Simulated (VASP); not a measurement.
Input of a VASP 6.6.1 run:

INCAR

```
PREC = Accurate
ENCUT = 520
EDIFF = 1E-6
ISMEAR = 0
SIGMA = 0.2
LREAL = False
LASPH = True
NELM = 60
ALGO = Normal
ISIF = 2
LWAVE = False
LCHARG = True
GGA = PE
LELF = True
LVHAR = True
NBANDS = 30
```

File KPOINTS:

```
regular mesh
0
Gamma
  3 3 3
```

POSCAR

```
ScAl3As4
1.0
    5.8296890483      0.0000000000      0.0000000000
    0.0000000000      5.8296890483      0.0000000000
    0.0000000000      0.0000000000      5.8296890483
Sc Al As
1 3 4
Direct
    0.0000000000      0.0000000000      0.0000000000
    0.5000000000      0.5000000000      0.0000000000
    0.5000000000      0.0000000000      0.5000000000
    0.0000000000      0.5000000000      0.5000000000
    0.7412216564      0.7412216564      0.2587783436
    0.7412216564      0.2587783436      0.7412216564
    0.2587783436      0.7412216564      0.7412216564
    0.2587783436      0.2587783436      0.2587783436
```

Potentials or basis: VASP PAW PBE potentials, release 64 (Sc_sv, Al, As).

Launch:

```console
$ cat potpaw_PBE.64/Sc_sv/POTCAR potpaw_PBE.64/Al/POTCAR potpaw_PBE.64/As/POTCAR > POTCAR
$ mpirun -np 1 vasp_std > vasp.out
```

Q: Estimate the band gap on the k mesh.

A: 1.66 eV, indirect (least direct gap 1.68 eV).

Q: Predict the pressure.

A: 0.4 GPa.

Forces in eV/Å, atoms in the order of the input:
```
Sc   0.000  0.000  0.000
Al   0.000  0.000  0.000
Al   0.000  0.000  0.000
Al   0.000  0.000  0.000
As   0.001  0.001 -0.001
As   0.001 -0.001  0.001
As  -0.001  0.001  0.001
As  -0.001 -0.001 -0.001
```

A k mesh can miss the band edges. PBE gaps usually lie below the measured ones, often by a third to a half.
